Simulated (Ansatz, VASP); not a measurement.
**Cs in VASP and in Ansatz**

```xyz
4
Lattice="4.9971 0.0000 0.0000 -2.4985 4.3276 0.0000 0.0000 0.0000 16.3752" Properties=species:S:1:pos:R:3 pbc="T T T"
Cs   -2.4985    4.3276    0.0000
Cs   -2.4985    4.3276    8.1876
Cs    0.0000    2.8851    4.0938
Cs    2.4985    1.4425   12.2814
```

Alike in both runs: task single point; functional LDA; k mesh 8 × 8 × 3; occupations fermi-dirac, width 0.1 eV; no spin polarisation.

|  | VASP | Ansatz |
| --- | --- | --- |
| version | VASP 6.6.1 | Ansatz 0.2.0 |
| potentials or method | VASP PAW LDA potentials, release 64 (Cs_sv), cutoff 520 eV | plane waves (420 eV) with PAW, scalar-relativistic |
| valence electrons in the cell | 36 | 36 |

```csv
,VASP,Ansatz,Ansatz less VASP
pressure (GPa),0.2,0.2,+0.01
```

Ansatz warns that its potentials were made for another functional, while VASP's fit it. LDA's correlation is that of Perdew and Zunger in VASP and of Perdew and Wang (1992) in Ansatz.

Neither program's run includes spin-orbit coupling.
